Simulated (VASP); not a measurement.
# ScAl3 (Pm-3m) in VASP: notebook

Aim: see how the results for ScAl3 move with the level of theory and the settings. Levels: BLYP, RPBE, revPBE. Tasks: single point.

Everything below comes from runs of VASP 6.6.1. Logs are shortened: lines on timing, memory, paths and dates and some standing lists are left out, and cuts for length are marked.

### 1 The cell of the first run

The structure is cubic, space group Pm-3m (No. 221). Conventional cell: a = 4.088 Å, b = 4.088 Å, c = 4.088 Å, α = 90.00°, β = 90.00°, γ = 90.00°. Within 3.8 Å of Sc (site symmetry m-3m) lie 12 Al at 2.89 Å. Al (site symmetry 4/mmm) has 4 Sc at 2.89 Å and 8 Al at 2.89 Å within 3.8 Å.

### 2 Single point, BLYP

INCAR

```
PREC = Accurate ; ENCUT = 520
EDIFF = 1E-6 ; ISMEAR = -1
SIGMA = 0.05 ; LREAL = False
LASPH = True ; NELM = 80
ALGO = Normal ; ISIF = 2
LWAVE = False ; LCHARG = False
GGA = B5 ; ALDAX = 1.0
AGGAX = 1.0 ; AGGAC = 1.0
ALDAC = 0.0 ; NBANDS = 18
```

KPOINTS

```
Automatic mesh
0
Gamma
  7 7 7
```

POSCAR

```
ScAl3
1.0
    4.0878065700      0.0000000000      0.0000000000
    0.0000000000      4.0878065700      0.0000000000
    0.0000000000      0.0000000000      4.0878065700
Sc Al
1 3
Direct
    0.0000000000      0.0000000000      0.0000000000
    0.5000000000      0.5000000000      0.0000000000
    0.0000000000      0.5000000000      0.5000000000
    0.5000000000      0.0000000000      0.5000000000
```

Potentials or basis: VASP PAW PBE potentials, release 64 (Sc_sv, Al).

Command:

```
$ cat potpaw_PBE.64/Sc_sv/POTCAR potpaw_PBE.64/Al/POTCAR > POTCAR
$ mpirun -np 1 vasp_std > vasp.out
```

OUTCAR:

```text
PREC = Accurate
   ENCUT = 520
   EDIFF = 1E-6
   ISMEAR = -1
   LREAL = False
   LASPH = True
   NELM = 80
   ISIF = 2
   GGA = B5

 ion  position               nearest neighbor table
   1  0.000  0.000  0.000-   2 2.89   3 2.89   4 2.89   3 2.89   4 2.89   2 2.89   3 2.89   3 2.89
                             2 2.89   4 2.89   4 2.89   2 2.89
   2  0.500  0.500  0.000-   1 2.89   3 2.89   4 2.89   3 2.89   4 2.89   1 2.89   4 2.89   4 2.89
                             1 2.89   3 2.89   3 2.89   1 2.89
   3  0.000  0.500  0.500-   1 2.89   2 2.89   4 2.89   1 2.89   2 2.89   1 2.89   4 2.89   1 2.89
                             2 2.89   4 2.89   2 2.89   4 2.89
   4  0.500  0.000  0.500-   1 2.89   2 2.89   3 2.89   1 2.89   2 2.89   2 2.89   3 2.89   2 2.89
                             1 2.89   3 2.89   1 2.89   3 2.89

  LATTYP: Found a simple cubic cell.
 ALAT       =     4.0878065700

  Lattice vectors:

 A1 = (   4.0878065700,   0.0000000000,   0.0000000000)
 A2 = (   0.0000000000,   4.0878065700,   0.0000000000)
 A3 = (   0.0000000000,   0.0000000000,   4.0878065700)

Analysis of symmetry for initial positions (statically):
=====================================================================
 Subroutine PRICEL returns:
 Original cell was already a primitive cell.

 Routine SETGRP: Setting up the symmetry group for a
 simple cubic supercell.

 Subroutine GETGRP returns: Found 48 space group operations
 (whereof 48 operations were pure point group operations)
 out of a pool of 48 trial point group operations.

The static configuration has the point symmetry O_h .

Analysis of symmetry for dynamics (positions and initial velocities):
=====================================================================
 Subroutine PRICEL returns:
 Original cell was already a primitive cell.

 Routine SETGRP: Setting up the symmetry group for a
 simple cubic supercell.

 Subroutine GETGRP returns: Found 48 space group operations
 (whereof 48 operations were pure point group operations)
 out of a pool of 48 trial point group operations.

The dynamic configuration has the point symmetry O_h .

 Subroutine INISYM returns: Found 48 space group operations
 (whereof 48 operations are pure point group operations),
 and found     1 'primitive' translations

----------------------------------------------------------------------------------------

                                     Primitive cell

  volume of cell :      68.3079

  direct lattice vectors                    reciprocal lattice vectors
     4.087806570  0.000000000  0.000000000     0.244629970  0.000000000  0.000000000
     0.000000000  4.087806570  0.000000000     0.000000000  0.244629970  0.000000000
     0.000000000  0.000000000  4.087806570     0.000000000  0.000000000  0.244629970

  length of vectors
     4.087806570  4.087806570  4.087806570     0.244629970  0.244629970  0.244629970

  position of ions in fractional coordinates (direct lattice)
     0.000000000  0.000000000  0.000000000
     0.500000000  0.500000000  0.000000000
     0.000000000  0.500000000  0.500000000
     0.500000000  0.000000000  0.500000000

  ion indices of the primitive-cell ions
   primitive index   ion index
                 1           1
                 2           2
                 3           3
                 4           4

----------------------------------------------------------------------------------------

 KPOINTS: Automatic mesh

Automatic generation of k-mesh.
 Grid dimensions read from file:
 generate k-points for:    7    7    7

 Generating k-lattice:

  Cartesian coordinates                     Fractional coordinates (reciprocal lattice)
     0.034947139  0.000000000  0.000000000     0.142857143  0.000000000  0.000000000
     0.000000000  0.034947139  0.000000000     0.000000000  0.142857143  0.000000000
     0.000000000  0.000000000  0.034947139     0.000000000  0.000000000  0.142857143

  Length of vectors
     0.034947139  0.034947139  0.034947139

  Shift w.r.t. Gamma in fractional coordinates (k-lattice)
     0.000000000  0.000000000  0.000000000

 Subroutine IBZKPT returns following result:
 ===========================================

 Found     20 irreducible k-points:

 Following reciprocal coordinates:
            Coordinates               Weight
  0.000000  0.000000  0.000000      1.000000
  0.142857  0.000000  0.000000      6.000000
  0.285714  0.000000  0.000000      6.000000
  0.428571  0.000000  0.000000      6.000000
  0.142857  0.142857  0.000000     12.000000
  0.285714  0.142857  0.000000     24.000000
[... 12 lines left out ...]
  0.428571  0.428571  0.285714     24.000000
  0.428571  0.428571  0.428571      8.000000
   k-points           NKPTS =     20   k-points in BZ     NKDIM =     20   number of bands    NBANDS=     18
   number of dos      NEDOS =    301   number of ions     NIONS =      4
   total plane-waves  NPLWV =  27000
   dimension x,y,z NGX =    30 NGY =   30 NGZ =   30
   dimension x,y,z NGXF=    60 NGYF=   60 NGZF=   60
   ions per type =               1   3
   NGX,Y,Z   is equivalent  to a cutoff of  12.20, 12.20, 12.20 a.u.
   NGXF,Y,Z  is equivalent  to a cutoff of  24.40, 24.40, 24.40 a.u.
 SYSTEM =  unknown system
   PREC   = accura    normal or accurate (medium, high low for compatibility)
   ISTART =      0    job   : 0-new  1-cont  2-samecut
   ICHARG =      2    charge: 1-file 2-atom 10-const
   ISPIN  =      1    spin polarized calculation?
   LNONCOLLINEAR =      F non collinear calculations
   LSORBIT =      F    spin-orbit coupling
   LASPH  =      T    aspherical Exc in radial PAW
   ENCUT  =  520.0 eV  38.22 Ry    6.18 a.u.   7.60  7.60  7.60*2*pi/ulx,y,z
   NELM   =     80;   NELMIN=  2; NELMDL= -5     # of ELM steps
   EDIFF  = 0.1E-05   stopping-criterion for ELM
   LREAL  =      F    real-space projection
   EDIFFG = 0.1E-04   stopping-criterion for IOM
   NSW    =      0    number of steps for IOM
   IBRION =     -1    ionic relax: 0-MD 1-quasi-New 2-CG
   NFREE  =      0    steps in history (QN), initial steepest desc. (CG)
   ISIF   =      2    stress and relaxation
   ISYM   =      2    0-nonsym 1-usesym 2-fastsym
   POTIM  = 0.5000    time-step for ionic-motion
   TEBEG  =    0.0;   TEEND  =   0.0 temperature during run
   PSTRESS=    0.0 pullay stress
   NELECT =      20.0000    total number of electrons
   NUPDOWN=      -1.0000    fix difference up-down
   EMIN   =  10.00;   EMAX   =-10.00  energy-range for DOS
   EFERMI =   0.00;   METHOD = LEGACY
   ISMEAR =    -1;   SIGMA  =   0.05  broadening in eV -4-tet -1-fermi 0-gaus
   EFERMI_NEDOS =   21; number of points for ismear=-14 and -15
   IALGO  =     38    algorithm
   IMIX   =      4    mixing-type and parameters
     AMIX     =   0.40;   BMIX     =  1.00
     AMIX_MAG =   1.60;   BMIX_MAG =  1.00
  volume/ion in A,a.u.               =      17.08       115.24
  Fermi-wavevector in a.u.,A,eV,Ry     =   1.087079  2.054282 16.078563  1.181741
  Thomas-Fermi vector in A             =   2.223230
   LORBIT       =      0    0 simple, 1 ext, 2 COOP (PROOUT), +10 PAW based schemes
   GGA     = B5    functional components
   LHFCALC =     F    Hartree Fock is set to
   AEXX    =    0.0000 exact exchange contribution
   IVDW    =     0    specifies the selected vdW correction
   LEPSILON=     F    determine dielectric tensor
   LRPA    =     F    only Hartree local field effects (RPA)
 non-spin polarized calculation
  energy-cutoff  :      520.00
  volume of cell :       68.31
 maximum number of plane-waves:      1850
   NGX = 15   NGY = 15   NGZ = 15

 number of electron      19.9999996 magnetization

 Free energy of the ion-electron system (eV)
  ---------------------------------------------------
  ext. energy  EPLUGINS =         0.00000000
  ---------------------------------------------------
  free energy    TOTEN  =       -15.26318020 eV

  energy without entropy =      -15.25103034  energy(sigma->0) =      -15.25710527

 E-fermi :   7.6398     XC(G=0):  -9.8891

 val. band max:        7.5804990065   @ k =   0.4286   0.4286   0.1429
 cond. band min:       7.7030067149   @ k =   0.2857   0.2857   0.0000
 fundamental gap:      0.1225077084
 Fermi energy:         7.6397642598

 k-point     1 :       0.0000    0.0000    0.0000
  band No.  band energies     occupation
      1     -41.1946      2.00000
      2     -20.0321      2.00000
      3     -20.0321      2.00000
      4     -20.0321      2.00000
      5      -2.2589      2.00000
      6       5.1128      2.00000
[... 10 lines left out ...]
     17      12.9449      0.00000
     18      12.9449      0.00000

 k-point     2 :       0.1429    0.0000    0.0000
  band No.  band energies     occupation
      1     -41.1943      2.00000
      2     -20.0380      2.00000
      3     -20.0316      2.00000
      4     -20.0316      2.00000
      5      -2.0719      2.00000
      6       3.8590      2.00000
[... 10 lines left out ...]
     17      13.0053      0.00000
     18      13.0053      0.00000

 k-point     3 :       0.2857    0.0000    0.0000
  band No.  band energies     occupation
      1     -41.1938      2.00000
      2     -20.0513      2.00000
      3     -20.0306      2.00000
      4     -20.0306      2.00000
      5      -1.5239      2.00000
      6       2.2220      2.00000
[... 10 lines left out ...]
     17      12.3928      0.00000
     18      13.6943      0.00000

 k-point     4 :       0.4286    0.0000    0.0000
  band No.  band energies     occupation
      1     -41.1933      2.00000
      2     -20.0619      2.00000
      3     -20.0297      2.00000
      4     -20.0297      2.00000
      5      -0.6896      2.00000
      6       0.8049      2.00000
[... 10 lines left out ...]
     17      11.7391      0.00000
     18      12.9484      0.00000

 k-point     5 :       0.1429    0.1429    0.0000
  band No.  band energies     occupation
      1     -41.1941      2.00000
      2     -20.0378      2.00000
      3     -20.0372      2.00000
      4     -20.0312      2.00000
      5      -1.8873      2.00000
      6       3.8354      2.00000
[... 10 lines left out ...]
     17      13.1515      0.00000
     18      13.2472      0.00000

 k-point     6 :       0.2857    0.1429    0.0000
  band No.  band energies     occupation
      1     -41.1936      2.00000
      2     -20.0506      2.00000
      3     -20.0363      2.00000
      4     -20.0301      2.00000
      5      -1.3466      2.00000
      6       2.3738      2.00000
[... 10 lines left out ...]
     17      12.1270      0.00000
     18      13.5599      0.00000

 k-point     7 :       0.4286    0.1429    0.0000
  band No.  band energies     occupation
      1     -41.1931      2.00000
      2     -20.0611      2.00000
      3     -20.0353      2.00000
      4     -20.0293      2.00000
      5      -0.5280      2.00000
      6       0.9786      2.00000
[... 10 lines left out ...]
     17      12.0634      0.00000
     18      13.4107      0.00000

 k-point     8 :       0.2857    0.2857    0.0000
  band No.  band energies     occupation
      1     -41.1930      2.00000
      2     -20.0495      2.00000
      3     -20.0486      2.00000
      4     -20.0291      2.00000
      5      -0.8287      2.00000
      6       2.7271      2.00000
[... 10 lines left out ...]
     17      12.1743      0.00000
     18      13.4723      0.00000
[... 145 lines left out ...]
     17      12.7018      0.00000
     18      13.4316      0.00000

 k-point    16 :       0.4286    0.4286    0.1429
  band No.  band energies     occupation
      1     -41.1920      2.00000
      2     -20.0571      2.00000
      3     -20.0569      2.00000
      4     -20.0327      2.00000
      5       0.7864      2.00000
      6       2.2661      2.00000
[... 10 lines left out ...]
     17      12.1415      0.00000
     18      13.5474      0.00000

 k-point    17 :       0.2857    0.2857    0.2857
  band No.  band energies     occupation
      1     -41.1923      2.00000
      2     -20.0478      2.00000
      3     -20.0464      2.00000
      4     -20.0464      2.00000
      5      -0.1651      2.00000
      6       3.1558      2.00000
[... 10 lines left out ...]
     17      13.4428      0.00000
     18      13.6352      0.00000

 k-point    18 :       0.4286    0.2857    0.2857
  band No.  band energies     occupation
      1     -41.1919      2.00000
      2     -20.0567      2.00000
      3     -20.0461      2.00000
      4     -20.0452      2.00000
      5       0.5651      2.00000
      6       2.0671      2.00000
[... 10 lines left out ...]
     17      12.7055      0.00000
     18      13.7974      0.00000

 k-point    19 :       0.4286    0.4286    0.2857
  band No.  band energies     occupation
      1     -41.1915      2.00000
      2     -20.0553      2.00000
      3     -20.0552      2.00000
      4     -20.0444      2.00000
      5       1.2559      2.00000
      6       2.5546      2.00000
[... 10 lines left out ...]
     17      11.8674      0.00000
     18      14.8442      0.00000

 k-point    20 :       0.4286    0.4286    0.4286
  band No.  band energies     occupation
      1     -41.1911      2.00000
      2     -20.0540      2.00000
      3     -20.0538      2.00000
      4     -20.0538      2.00000
      5       1.9688      2.00000
      6       2.8918      2.00000
[... 10 lines left out ...]
     17      11.6617      0.00000
     18      16.9829      0.00000

------------------------ aborting loop because EDIFF is reached ----------------------------------------

  FORCE on cell =-STRESS in cart. coord.  units (eV):
  Direction    XX          YY          ZZ          XY          YZ          ZX
  --------------------------------------------------------------------------------------
  -------------------------------------------------------------------------------------
  Total        1.6725384      1.6725384      1.6725384     -0.0000000      0.0000000     -0.0000000
  in kB       39.2297604     39.2297604     39.2297604     -0.0000000      0.0000000     -0.0000000
  external PRESSURE =      39.2297604 kB  Pullay stress =       0.0000000 kB

 VOLUME and BASIS-vectors are now :
 -----------------------------------------------------------------------------
  energy-cutoff  :      520.00
  volume of cell :       68.31
      direct lattice vectors                 reciprocal lattice vectors
     4.087806570  0.000000000  0.000000000     0.244629970  0.000000000  0.000000000
     0.000000000  4.087806570  0.000000000     0.000000000  0.244629970  0.000000000
     0.000000000  0.000000000  4.087806570     0.000000000  0.000000000  0.244629970

 POSITION                                       TOTAL-FORCE (eV/Angst)
 -----------------------------------------------------------------------------------
      0.00000      0.00000      0.00000         0.000000      0.000000      0.000000
      2.04390      2.04390      0.00000         0.000000      0.000000      0.000000
      0.00000      2.04390      2.04390         0.000000      0.000000      0.000000
      2.04390      0.00000      2.04390         0.000000      0.000000      0.000000
 -----------------------------------------------------------------------------------
    total drift:                               -0.000000     -0.000000      0.000000

  FREE ENERGIE OF THE ION-ELECTRON SYSTEM (eV)
  ---------------------------------------------------
  free  energy   TOTEN  =       -15.2631802043 eV

  energy  without entropy=      -15.2510303368  energy(sigma->0) =      -15.25710527
```

It took 58 s on 1 thread of Intel Xeon 8259CL, shared host; peak memory 0.17 GiB.

Results:

- Free energy: -15.2632 eV
- Pressure: 3.9 GPa
- Band gap on the k mesh: zero (bands 10 and 11 overlap by 3.49 eV)

Caveat: the cell stands under pressure; the PAW data sets were made with another functional, which shifts forces and pressure a little.

### 3 Single point, RPBE

This run uses another cell than the first one, of 17.70 Å³/atom.

INCAR

```
ALGO = Normal ; EDIFF = 1E-6
ENCUT = 520 ; GGA = RP
ISIF = 2 ; ISMEAR = -1
LASPH = T ; LCHARG = F
LREAL = F ; LWAVE = F
NBANDS = 18 ; NELM = 60
PREC = Accurate ; SIGMA = 0.05
```

KPOINTS

```
k-points
0
Gamma
  7 7 7
```

POSCAR

```
ScAl3
1.0
    4.1366946002      0.0000000000      0.0000000000
    0.0000000000      4.1366946002      0.0000000000
    0.0000000000      0.0000000000      4.1366946002
Sc Al
1 3
Direct
    0.0000000000      0.0000000000      0.0000000000
    0.5000000000      0.5000000000      0.0000000000
    0.0000000000      0.5000000000      0.5000000000
    0.5000000000      0.0000000000      0.5000000000
```

Potentials or basis: VASP PAW PBE potentials, release 64 (Sc_sv, Al).

Command:

```
$ cat potpaw_PBE.64/Sc_sv/POTCAR potpaw_PBE.64/Al/POTCAR > POTCAR
$ mpirun -np 1 vasp_std > vasp.out
```

Run time: 33 s. Hardware: 1 thread of Intel Xeon 8259CL, shared host; peak memory 0.18 GiB.

It converged, with:

| Item | Value |
| --- | --- |
| Free energy | -18.2086 eV |
| Pressure | -0.1 GPa |
| Band gap on the k mesh | zero (bands 10 and 11 overlap by 3.56 eV) |

Levels at points of the mesh, in eV from the Fermi level:
| k point | band 6 | band 7 | band 8 | band 9 | band 10 | band 11 | band 12 | band 13 | band 14 | band 15 |
| --- | --- | --- | --- | --- | --- | --- | --- | --- | --- | --- |
| (0.00, 0.00, 0.00) | -2.49 | -2.49 | -1.73 | -1.73 | -1.73 | 1.34 | 1.37 | 1.37 | 1.37 | 4.64 |

Caveat: the PAW data sets were made with another functional, which shifts forces and pressure a little.

### 4 Single point, revPBE

This run uses another cell than the first one, of 17.60 Å³/atom.

INCAR

```
ALGO     = Normal         # electronic algorithm
EDIFF    = 1E-6           # SCF threshold, eV
ENCUT    = 520            # plane-wave cutoff, eV
GGA      = RE             # functional
ISIF     = 2              # what is computed and relaxed
ISMEAR   = -1             # smearing method
LASPH    = T              # aspherical terms in the spheres
LCHARG   = F              # write CHGCAR
LREAL    = F              # projectors in reciprocal space
LWAVE    = F              # write WAVECAR
NBANDS   = 18             # bands
NELM     = 60             # most SCF steps
PREC     = Accurate       # precision mode
SIGMA    = 0.05           # smearing width, eV
```

KPOINTS is that of step 3.

POSCAR

```
ScAl3
1.0
    4.1288946071      0.0000000000      0.0000000000
    0.0000000000      4.1288946071      0.0000000000
    0.0000000000      0.0000000000      4.1288946071
Sc Al
1 3
Direct
    0.0000000000      0.0000000000      0.0000000000
    0.5000000000      0.5000000000      0.0000000000
    0.0000000000      0.5000000000      0.5000000000
    0.5000000000      0.0000000000      0.5000000000
```

Command:

```
$ cat potpaw_PBE.64/Sc_sv/POTCAR potpaw_PBE.64/Al/POTCAR > POTCAR
$ mpirun -np 1 vasp_std > vasp.out
```

Run time: 27 s. Hardware: 1 thread of Intel Xeon 8259CL, shared host; peak memory 0.18 GiB.

It converged, with:

```yaml
Free_energy: -18.4230 eV
Pressure: 0.0 GPa
Band_gap_on_the_k_mesh: zero (bands 10 and 11 overlap by 3.58 eV)
```

Levels at points of the mesh, in eV from the Fermi level:
```csv
k point,band 6,band 7,band 8,band 9,band 10,band 11,band 12,band 13,band 14,band 15
"(0.00, 0.00, 0.00)",-2.49,-2.49,-1.72,-1.72,-1.72,1.34,1.37,1.37,1.37,4.67
```

Caveat: the PAW data sets were made with another functional, which shifts forces and pressure a little.

### 5 The runs side by side

| level | cell | gap on the mesh (eV) | pressure (GPa) |
| --- | --- | --- | --- |
| BLYP | a = 4.088 Å, 4 atoms | none | 3.9 |
| RPBE | a = 4.137 Å, 4 atoms | none | -0.1 |
| revPBE | a = 4.129 Å, 4 atoms | none | 0.0 |

Alike in all rows: task single point; potentials or basis VASP PAW PBE potentials, release 64 (Sc_sv, Al); no spin polarisation; k mesh 7 × 7 × 7; cutoff (eV) 520; smearing fermi-dirac 0.05 eV.

Caveats: the PAW data sets were made with another functional, which shifts forces and pressure a little; the cell stands under pressure (at least some runs).

Total energies depend on the potentials used, so only differences within one code and one set of settings carry meaning.
